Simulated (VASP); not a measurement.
Set up this calculation in VASP 6.6.1, as the native input.

- Task: single point
- Functional: PBE
- Potentials or basis: VASP PAW PBE potentials, release 64 (Zn, Cu)
- Cutoff: 520 eV
- k mesh: 14 × 14 × 14
- Occupations: fermi-dirac, width 0.05 eV
- Spin: no spin polarisation
- Dipole correction: no
- Further INCAR settings: ALGO = Normal; EDIFF = 1e-06; NBANDS = 18

The structure of ZnCu lies in POSCAR:

```
ZnCu
1.0
    3.0027597620      0.0000000000      0.0000000000
    0.0000000000      3.0027597620      0.0000000000
    0.0000000000      0.0000000000      3.0027597620
Zn Cu
1 1
Direct
    0.5000000000      0.5000000000      0.5000000000
    0.0000000000      0.0000000000      0.0000000000
```

This cell differs from its parent crystal: volume scaled by 1.06.

One way to write it, as run:

INCAR

```
PREC = Accurate
ENCUT = 520
EDIFF = 1E-6
ISMEAR = -1
SIGMA = 0.05
LREAL = False
LASPH = True
NELM = 60
ALGO = Normal
ISIF = 2
LWAVE = False
LCHARG = False
GGA = PE
NBANDS = 18
```

KPOINTS

```
regular mesh
0
Gamma
  14 14 14
```

Potentials or basis: VASP PAW PBE potentials, release 64 (Zn, Cu).

Launch:

```bash
$ cat potpaw_PBE.64/Zn/POTCAR potpaw_PBE.64/Cu/POTCAR > POTCAR
$ mpirun -np 1 vasp_std > vasp.out
```

It gave:

```json
{
  "Pressure": "-3.7 GPa"
}
```

Run time: 19 s on 1 thread of Intel(R) Xeon(R) Platinum 8559C (Emerald Rapids) (shared host), peak memory 0.18 GiB.
